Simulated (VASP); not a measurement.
**SnO2 (fluorite type): relaxation of cell and atoms with PBE**

SnO2 (fluorite type):

```
Sn O
1.0
     0.00000    2.36358    2.36358
     2.36358    0.00000    2.36358
     2.36358    2.36358    0.00000
Sn O
1 2
Direct
  0.00000 0.00000 0.00000
  0.25000 0.25000 0.25000
  0.75000 0.75000 0.75000
```

```json
{
 "Program": "VASP 6.6.1",
 "Task": "relaxation of cell and atoms",
 "Functional": "PBE",
 "Potentials or basis": "VASP PAW PBE potentials, release 64 (Sn_d, O)",
 "Cutoff": "600 eV",
 "k mesh": "12 × 12 × 12",
 "Occupations": "fermi-dirac, width 0.08 eV",
 "Spin": "no spin polarisation",
 "Target pressure": "150 GPa",
 "Dipole correction": "no",
 "Further INCAR settings": "ALGO = Normal; EDIFF = 1e-06; IBRION = 2; EDIFFG = -0.005; NSW = 60; ISIF = 3"
}
```

| Property | Result |
| --- | --- |
| Relaxed volume | 8.01 Å³/atom |
| Relaxed cell | a = 3.239 Å, b = 3.239 Å, c = 3.239 Å, α = 60.00°, β = 60.00°, γ = 60.00° |
| Space group after relaxing (to 0.05 Å) | Fm-3m (No. 225) |
| Energy change on relaxing (the enthalpy is what falls) | +580.3 meV/atom |
| Ionic steps | 16 |
| Pressure after relaxing | 150.0 GPa |
| Band gap on the k mesh | 3.76 eV, indirect (least direct gap 4.92 eV) |

Step by step:
```
step  energy change (eV)  largest force (eV/Å)  pressure (GPa)  volume (Å³)
   1              0.0000                0.0000           87.92        26.41
   2             23.9642                0.0000          883.48        15.40
   3              1.3134                0.0000          135.23        24.50
   4              1.5981                0.0000          144.99        24.17
   5              1.7465                0.0000          150.11        24.01
   6              1.7032                0.0000          148.66        24.06
   7              1.7068                0.0000          148.78        24.06
   8              1.7174                0.0000          149.21        24.04
   9              1.7176                0.0000          149.17        24.04
  10              1.7182                0.0000          149.16        24.04
  11              1.7193                0.0000          149.17        24.04
  12              1.7216                0.0000          149.30        24.04
  13              1.7261                0.0000          149.47        24.03
  14              1.7352                0.0000          149.81        24.02
  15              1.7535                0.0000          150.42        24.01
  16              1.7410                0.0000          149.95        24.02
```

Final structure:
```
Sn O
1.0
     0.00000    2.29001    2.29001
     2.29001    0.00000    2.29001
     2.29001    2.29001    0.00000
Sn O
1 2
Direct
  0.00000 0.00000 0.00000
  0.25000 0.25000 0.25000
  0.75000 0.75000 0.75000
```

Levels at points of the mesh, in eV from the valence-band top:
```csv
k point,band 11,band 12,band 13,band 14,band 15,band 16
"(0.00, 0.00, 0.00)",-2.22,-2.22,-2.22,3.76,7.99,7.99
"(0.50, 0.00, 0.00)",-5.07,-2.95,-2.95,8.26,8.92,13.42
"(0.50, 0.50, 0.00)",-0.54,-0.33,-0.33,4.59,10.31,11.77
```

Run time: 4.1 min on 1 thread of Intel(R) Xeon(R) Platinum 8259CL CPU @ 2.50GHz (Skylake/Cascade Lake), on a shared host, peak memory 0.2 GiB.

Caveat: the cell is relaxed towards a set pressure, so the enthalpy falls and the energy may rise; spin-orbit coupling is left out, which moves the levels of the heavy elements. A k mesh can miss the band edges.
